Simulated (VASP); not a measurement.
# SiO2 (P4_12_12) in VASP: a series of runs

Runs on SiO2. Level: PBE. Tasks: single point.

Program: VASP 6.6.1. These are calculated values, not measurements. Logs are shortened: lines on timing, memory, paths and dates and some standing lists are left out, and cuts for length are marked.

## (1) The cell of the first run

The structure is tetragonal, space group P4_12_12 (No. 92). The conventional cell has a = 4.982 Å, b = 4.982 Å, c = 6.963 Å, α = 90.00°, β = 90.00°, γ = 90.00°. Within 2.2 Å of Si (site symmetry 2) lie 4 O at 1.63 Å. O (site symmetry 1) has 2 Si at 1.63 Å within 2.2 Å.

## (2) Single point, PBE

INCAR reads:

```
PREC = Accurate
ENCUT = 520
EDIFF = 1E-6
ISMEAR = 0
SIGMA = 0.05
LREAL = False
LASPH = True
NELM = 60
ALGO = Normal
ISIF = 2
LWAVE = False
LCHARG = False
GGA = PE
NBANDS = 44
```

KPOINTS reads:

```
regular mesh
0
Gamma
  6 6 4
```

POSCAR reads:

```
SiO2
1.0
    4.9820000000      0.0000000000      0.0000000000
    0.0000000000      4.9820000000      0.0000000000
    0.0000000000      0.0000000000      6.9630000000
Si O
4 8
Direct
    0.3039084585      0.3039084585      0.0000000000
    0.1960915415      0.8039084585      0.2500000000
    0.6960915415      0.6960915415      0.5000000000
    0.8039084585      0.1960915415      0.7500000000
    0.2373196366      0.1139462340      0.1837417278
    0.3860537660      0.7373196366      0.4337417278
    0.7626803634      0.8860537660      0.6837417278
    0.6139462340      0.2626803634      0.9337417278
    0.7373196366      0.3860537660      0.5662582722
    0.8860537660      0.7626803634      0.3162582722
    0.2626803634      0.6139462340      0.0662582722
    0.1139462340      0.2373196366      0.8162582722
```

Potentials or basis: VASP PAW PBE potentials, release 64 (Si, O).

On the command line:

```console
$ cat potpaw_PBE.64/Si/POTCAR potpaw_PBE.64/O/POTCAR > POTCAR
$ mpirun -np 1 vasp_std > vasp.out
```

OUTCAR:

```text
PREC = Accurate
   ENCUT = 520
   EDIFF = 1E-6
   ISMEAR = 0
   LREAL = False
   LASPH = True
   NELM = 60
   ISIF = 2
   GGA = PE

 ion  position               nearest neighbor table
   1  0.304  0.304  0.000-   8 1.63  11 1.63   5 1.63  12 1.63   2 3.09   4 3.09   2 3.09   4 3.09

   2  0.196  0.804  0.250-   5 1.63  10 1.63   6 1.63  11 1.63   1 3.09   3 3.09   1 3.09   3 3.09

   3  0.696  0.696  0.500-   6 1.63   9 1.63   7 1.63  10 1.63   2 3.09   4 3.09   4 3.09   2 3.09

   4  0.804  0.196  0.750-   7 1.63  12 1.63   9 1.63   8 1.63   1 3.09   3 3.09   3 3.09   1 3.09

   5  0.237  0.114  0.184-   2 1.63   1 1.63
   6  0.386  0.737  0.434-   3 1.63   2 1.63
   7  0.763  0.886  0.684-   4 1.63   3 1.63
   8  0.614  0.263  0.934-   1 1.63   4 1.63
   9  0.737  0.386  0.566-   3 1.63   4 1.63
  10  0.886  0.763  0.316-   2 1.63   3 1.63
  11  0.263  0.614  0.066-   1 1.63   2 1.63
  12  0.114  0.237  0.816-   4 1.63   1 1.63

  LATTYP: Found a simple tetragonal cell.
 ALAT       =     4.9820000000
 C/A-ratio  =     1.3976314733

  Lattice vectors:

 A1 = (   4.9820000000,   0.0000000000,   0.0000000000)
 A2 = (   0.0000000000,   4.9820000000,   0.0000000000)
 A3 = (   0.0000000000,   0.0000000000,   6.9630000000)

Analysis of symmetry for initial positions (statically):
=====================================================================
 Subroutine PRICEL returns:
 Original cell was already a primitive cell.

 Routine SETGRP: Setting up the symmetry group for a
 simple tetragonal supercell.

 Subroutine GETGRP returns: Found  8 space group operations
 (whereof  2 operations were pure point group operations)
 out of a pool of 16 trial point group operations.

The static configuration has the point symmetry C_2 .
 The point group associated with its full space group is D_4 .

Analysis of symmetry for dynamics (positions and initial velocities):
=====================================================================
 Subroutine PRICEL returns:
 Original cell was already a primitive cell.

 Routine SETGRP: Setting up the symmetry group for a
 simple tetragonal supercell.

 Subroutine GETGRP returns: Found  8 space group operations
 (whereof  2 operations were pure point group operations)
 out of a pool of 16 trial point group operations.

The dynamic configuration has the point symmetry C_2 .
 The point group associated with its full space group is D_4 .

 Subroutine INISYM returns: Found  8 space group operations
 (whereof  2 operations are pure point group operations),
 and found     1 'primitive' translations

----------------------------------------------------------------------------------------

                                     Primitive cell

  volume of cell :     172.8239

  direct lattice vectors                    reciprocal lattice vectors
     4.982000000  0.000000000  0.000000000     0.200722601  0.000000000  0.000000000
     0.000000000  4.982000000  0.000000000     0.000000000  0.200722601  0.000000000
     0.000000000  0.000000000  6.963000000     0.000000000  0.000000000  0.143616257

  length of vectors
     4.982000000  4.982000000  6.963000000     0.200722601  0.200722601  0.143616257

  position of ions in fractional coordinates (direct lattice)
     0.303908458  0.303908458  0.000000000
     0.196091542  0.803908458  0.250000000
     0.696091542  0.696091542  0.500000000
     0.803908458  0.196091542  0.750000000
     0.237319637  0.113946234  0.183741728
     0.386053766  0.737319637  0.433741728
     0.762680363  0.886053766  0.683741728
     0.613946234  0.262680363  0.933741728
     0.737319637  0.386053766  0.566258272
     0.886053766  0.762680363  0.316258272
     0.262680363  0.613946234  0.066258272
     0.113946234  0.237319637  0.816258272

  ion indices of the primitive-cell ions
   primitive index   ion index
                 1           1
                 2           2
                 3           3
                 4           4
                 5           5
                 6           6
                 7           7
                 8           8
                 9           9
                10          10
                11          11
                12          12

----------------------------------------------------------------------------------------

 KPOINTS: regular mesh

Automatic generation of k-mesh.
 Grid dimensions read from file:
 generate k-points for:    6    6    4

 Generating k-lattice:

  Cartesian coordinates                     Fractional coordinates (reciprocal lattice)
     0.033453767  0.000000000  0.000000000     0.166666667  0.000000000  0.000000000
     0.000000000  0.033453767  0.000000000     0.000000000  0.166666667  0.000000000
     0.000000000  0.000000000  0.035904064     0.000000000  0.000000000  0.250000000

  Length of vectors
     0.033453767  0.033453767  0.035904064

  Shift w.r.t. Gamma in fractional coordinates (k-lattice)
     0.000000000  0.000000000  0.000000000

 Subroutine IBZKPT returns following result:
 ===========================================

 Found     30 irreducible k-points:

 Following reciprocal coordinates:
            Coordinates               Weight
  0.000000  0.000000  0.000000      1.000000
  0.166667  0.000000  0.000000      4.000000
  0.333333  0.000000  0.000000      4.000000
  0.500000  0.000000  0.000000      2.000000
  0.166667  0.166667  0.000000      4.000000
  0.333333  0.166667  0.000000      8.000000
[... 16 lines left out ...]
  0.333333  0.000000  0.500000      4.000000
  0.500000  0.000000  0.500000      2.000000
 [... further k-points ...]
   k-points           NKPTS =     30   k-points in BZ     NKDIM =     30   number of bands    NBANDS=     44
   number of dos      NEDOS =    301   number of ions     NIONS =     12
   total plane-waves  NPLWV =  86400
   dimension x,y,z NGX =    40 NGY =   40 NGZ =   54
   dimension x,y,z NGXF=    80 NGYF=   80 NGZF=  108
   ions per type =               4   8
   NGX,Y,Z   is equivalent  to a cutoff of  13.35, 13.35, 12.89 a.u.
   NGXF,Y,Z  is equivalent  to a cutoff of  26.70, 26.70, 25.79 a.u.
 SYSTEM =  unknown system
   PREC   = accura    normal or accurate (medium, high low for compatibility)
   ISTART =      0    job   : 0-new  1-cont  2-samecut
   ICHARG =      2    charge: 1-file 2-atom 10-const
   ISPIN  =      1    spin polarized calculation?
   LNONCOLLINEAR =      F non collinear calculations
   LSORBIT =      F    spin-orbit coupling
   LASPH  =      T    aspherical Exc in radial PAW
   ENCUT  =  520.0 eV  38.22 Ry    6.18 a.u.   9.26  9.26 12.95*2*pi/ulx,y,z
   NELM   =     60;   NELMIN=  2; NELMDL= -5     # of ELM steps
   EDIFF  = 0.1E-05   stopping-criterion for ELM
   LREAL  =      F    real-space projection
   EDIFFG = 0.1E-04   stopping-criterion for IOM
   NSW    =      0    number of steps for IOM
   IBRION =     -1    ionic relax: 0-MD 1-quasi-New 2-CG
   NFREE  =      0    steps in history (QN), initial steepest desc. (CG)
   ISIF   =      2    stress and relaxation
   ISYM   =      2    0-nonsym 1-usesym 2-fastsym
   POTIM  = 0.5000    time-step for ionic-motion
   TEBEG  =    0.0;   TEEND  =   0.0 temperature during run
   PSTRESS=    0.0 pullay stress
   NELECT =      64.0000    total number of electrons
   NUPDOWN=      -1.0000    fix difference up-down
   EMIN   =  10.00;   EMAX   =-10.00  energy-range for DOS
   EFERMI =   0.00;   METHOD = LEGACY
   ISMEAR =     0;   SIGMA  =   0.05  broadening in eV -4-tet -1-fermi 0-gaus
   EFERMI_NEDOS =   21; number of points for ismear=-14 and -15
   IALGO  =     38    algorithm
   IMIX   =      4    mixing-type and parameters
     AMIX     =   0.40;   BMIX     =  1.00
     AMIX_MAG =   1.60;   BMIX_MAG =  1.00
  volume/ion in A,a.u.               =      14.40        97.19
  Fermi-wavevector in a.u.,A,eV,Ry     =   1.175620  2.221599 18.804365  1.382082
  Thomas-Fermi vector in A             =   2.311997
   LORBIT       =      0    0 simple, 1 ext, 2 COOP (PROOUT), +10 PAW based schemes
   GGA     = PE    functional components
   LHFCALC =     F    Hartree Fock is set to
   AEXX    =    0.0000 exact exchange contribution
   IVDW    =     0    specifies the selected vdW correction
   LEPSILON=     F    determine dielectric tensor
   LRPA    =     F    only Hartree local field effects (RPA)
 non-spin polarized calculation
 Gauss-broadening in eV      SIGMA  =   0.05
  energy-cutoff  :      520.00
  volume of cell :      172.82
 maximum number of plane-waves:      4690
 NGX is ok and might be reduce to    40
   NGX = 19   NGY = 19   NGZ = 25

 number of electron      63.9999999 magnetization

 Free energy of the ion-electron system (eV)
  ---------------------------------------------------
  ext. energy  EPLUGINS =         0.00000000
  ---------------------------------------------------
  free energy    TOTEN  =       -94.90100295 eV

  energy without entropy =      -94.90100295  energy(sigma->0) =      -94.90100295

 E-fermi :   0.3418     XC(G=0):  -8.4368

 val. band max:        0.0866064938   @ k =   0.0000   0.0000   0.0000
 cond. band min:       5.6980257265   @ k =   0.0000   0.0000   0.0000
 fundamental gap:      5.6114192327
 Fermi energy:         0.3417834962

 k-point     1 :       0.0000    0.0000    0.0000
  band No.  band energies     occupation
      1     -19.2616      2.00000
      2     -18.3798      2.00000
      3     -18.3798      2.00000
      4     -17.2577      2.00000
      5     -17.1873      2.00000
      6     -17.1872      2.00000
[... 36 lines left out ...]
     43      11.3428      0.00000
     44      11.7452      0.00000

 k-point     2 :       0.1667    0.0000    0.0000
  band No.  band energies     occupation
      1     -19.2041      2.00000
      2     -18.4356      2.00000
      3     -18.3120      2.00000
      4     -17.2781      2.00000
      5     -17.2609      2.00000
      6     -17.2057      2.00000
[... 36 lines left out ...]
     43      11.3005      0.00000
     44      11.6341      0.00000

 k-point     3 :       0.3333    0.0000    0.0000
  band No.  band energies     occupation
      1     -19.0442      2.00000
      2     -18.5953      2.00000
      3     -18.1197      2.00000
      4     -17.5271      2.00000
      5     -17.2670      2.00000
      6     -17.2435      2.00000
[... 36 lines left out ...]
     43      11.0437      0.00000
     44      11.5432      0.00000

 k-point     4 :       0.5000    0.0000    0.0000
  band No.  band energies     occupation
      1     -18.8205      2.00000
      2     -18.8205      2.00000
      3     -17.8373      2.00000
      4     -17.8373      2.00000
      5     -17.2652      2.00000
      6     -17.2652      2.00000
[... 882 lines left out ...]
     43      11.2850      0.00000
     44      11.2851      0.00000

 k-point    23 :       0.3333    0.0000    0.5000
  band No.  band energies     occupation
      1     -18.8749      2.00000
      2     -18.8749      2.00000
      3     -17.7867      2.00000
      4     -17.7867      2.00000
      5     -17.2380      2.00000
      6     -17.2380      2.00000
[... 36 lines left out ...]
     43      11.3965      0.00000
     44      11.3969      0.00000

 k-point    24 :       0.5000    0.0000    0.5000
  band No.  band energies     occupation
      1     -18.8145      2.00000
      2     -18.8145      2.00000
      3     -17.8582      2.00000
      4     -17.8582      2.00000
      5     -17.2499      2.00000
      6     -17.2499      2.00000
[... 36 lines left out ...]
     43      11.4399      0.00000
     44      11.4419      0.00000

 [... further k-points ...]

------------------------ aborting loop because EDIFF is reached ----------------------------------------

  FORCE on cell =-STRESS in cart. coord.  units (eV):
  Direction    XX          YY          ZZ          XY          YZ          ZX
  --------------------------------------------------------------------------------------
  -------------------------------------------------------------------------------------
  Total        1.4703281      1.4703281      0.9055939      0.0000000      0.0000000      0.0000000
  in kB       13.6307895     13.6307895      8.3953772      0.0000000      0.0000000      0.0000000
  external PRESSURE =      11.8856521 kB  Pullay stress =       0.0000000 kB

 VOLUME and BASIS-vectors are now :
 -----------------------------------------------------------------------------
  energy-cutoff  :      520.00
  volume of cell :      172.82
      direct lattice vectors                 reciprocal lattice vectors
     4.982000000  0.000000000  0.000000000     0.200722601  0.000000000  0.000000000
     0.000000000  4.982000000  0.000000000     0.000000000  0.200722601  0.000000000
     0.000000000  0.000000000  6.963000000     0.000000000  0.000000000  0.143616257

 POSITION                                       TOTAL-FORCE (eV/Angst)
 -----------------------------------------------------------------------------------
      1.51407      1.51407      0.00000         0.017472      0.017472      0.000000
      0.97693      4.00507      1.74075        -0.017472      0.017472      0.000000
      3.46793      3.46793      3.48150        -0.017472     -0.017472      0.000000
      4.00507      0.97693      5.22225         0.017472     -0.017472      0.000000
      1.18233      0.56768      1.27939         0.000795      0.000056     -0.003457
      1.92332      3.67333      3.02014        -0.000056      0.000795     -0.003457
      3.79967      4.41432      4.76089        -0.000795     -0.000056     -0.003457
      3.05868      1.30867      6.50164         0.000056     -0.000795     -0.003457
      3.67333      1.92332      3.94286         0.000795     -0.000056      0.003457
      4.41432      3.79967      2.20211        -0.000056     -0.000795      0.003457
      1.30867      3.05868      0.46136        -0.000795      0.000056      0.003457
      0.56768      1.18233      5.68361         0.000056      0.000795      0.003457
 -----------------------------------------------------------------------------------
    total drift:                               -0.000000      0.000000     -0.000000

  FREE ENERGIE OF THE ION-ELECTRON SYSTEM (eV)
  ---------------------------------------------------
  free  energy   TOTEN  =       -94.9010029505 eV

  energy  without entropy=      -94.9010029505  energy(sigma->0) =      -94.90100295
```

Run time: 6.7 min. Hardware: 1 thread of Intel Xeon 8259CL, shared host; peak memory 0.35 GiB.

Results:

```yaml
Free_energy: -94.9010 eV
Pressure: 1.2 GPa
Largest_force: 0.025 eV/Å
Band_gap_on_the_k_mesh: 5.61 eV
```

Forces on the atoms (eV/Å):
```
Si   0.017  0.017  0.000
Si  -0.017  0.017  0.000
Si  -0.017 -0.017  0.000
Si   0.017 -0.017  0.000
O    0.001  0.000 -0.003
O    0.000  0.001 -0.003
O   -0.001  0.000 -0.003
O    0.000 -0.001 -0.003
O    0.001  0.000  0.003
O    0.000 -0.001  0.003
O   -0.001  0.000  0.003
O    0.000  0.001  0.003
```

## (3) Single point, PBE

This run uses another cell than the first one, of 15.28 Å³/atom.

INCAR: that of step 2 with these lines changed.

```diff
@@ -2,3 +2,3 @@
 ENCUT = 520
-EDIFF = 1E-6
+EDIFF = 1E-7
 ISMEAR = 0
@@ -7,3 +7,3 @@
 LASPH = True
-NELM = 60
+NELM = 100
 ALGO = Normal
```

KPOINTS reads:

```
Automatic mesh
0
Gamma
  6 6 4
```

POSCAR reads:

```
SiO2
1.0
    5.0823459623      0.0000000000      0.0000000000
    0.0000000000      5.0823459623      0.0000000000
    0.0000000000      0.0000000000      7.0969613870
Si O
4 8
Direct
    0.2940620166      0.2940620166      0.0000000000
    0.2059379834      0.7940620166      0.2500000000
    0.7059379834      0.7059379834      0.5000000000
    0.7940620166      0.2059379834      0.7500000000
    0.2411042533      0.0938540737      0.1744200718
    0.4061459263      0.7411042533      0.4244200718
    0.7588957467      0.9061459263      0.6744200718
    0.5938540737      0.2588957467      0.9244200718
    0.7411042533      0.4061459263      0.5755799282
    0.9061459263      0.7588957467      0.3255799282
    0.2588957467      0.5938540737      0.0755799282
    0.0938540737      0.2411042533      0.8255799282
```

Potentials or basis: VASP PAW PBE potentials, release 64 (Si, O).

On the command line:

```console
$ cat potpaw_PBE.64/Si/POTCAR potpaw_PBE.64/O/POTCAR > POTCAR
$ mpirun -np 1 vasp_std > vasp.out
```

It took 7.8 min on 1 thread of Intel Xeon 8259CL, shared host; peak memory 0.38 GiB.

Results (log left out):

| Item | Value |
| --- | --- |
| Free energy | -94.9519 eV |
| Pressure | 0.1 GPa |
| Largest force | 0.021 eV/Å |
| Band gap on the k mesh | 5.51 eV |

Forces on the atoms (eV/Å):
```
Si   0.015  0.015  0.000
Si  -0.015  0.015  0.000
Si  -0.015 -0.015  0.000
Si   0.015 -0.015  0.000
O    0.001 -0.003 -0.007
O    0.003  0.001 -0.007
O   -0.001  0.003 -0.007
O   -0.003 -0.001 -0.007
O    0.001  0.003  0.007
O    0.003 -0.001  0.007
O   -0.001 -0.003  0.007
O   -0.003  0.001  0.007
```

Levels at points of the mesh, in eV from the valence-band top:
| k point | band 28 | band 29 | band 30 | band 31 | band 32 | band 33 | band 34 | band 35 | band 36 | band 37 |
| --- | --- | --- | --- | --- | --- | --- | --- | --- | --- | --- |
| (0.00, 0.00, 0.00) | -1.14 | -0.66 | -0.25 | -0.25 | 0.00 | 5.51 | 8.67 | 8.67 | 8.87 | 8.87 |
| (0.50, 0.00, 0.00) | -1.01 | -0.63 | -0.63 | -0.45 | -0.45 | 7.48 | 7.48 | 9.12 | 9.12 | 9.42 |
| (0.50, 0.50, 0.00) | -1.31 | -0.59 | -0.59 | -0.55 | -0.55 | 8.50 | 8.50 | 8.58 | 8.58 | 9.70 |
| (0.00, 0.00, 0.50) | -0.74 | -0.49 | -0.49 | -0.39 | -0.39 | 6.71 | 6.71 | 9.32 | 9.32 | 9.34 |
| (0.50, 0.00, 0.50) | -0.97 | -0.92 | -0.92 | -0.16 | -0.16 | 7.71 | 7.71 | 8.72 | 8.72 | 9.11 |
| (0.50, 0.50, 0.50) | -1.33 | -0.64 | -0.64 | -0.64 | -0.64 | 9.01 | 9.01 | 9.01 | 9.01 | 9.53 |
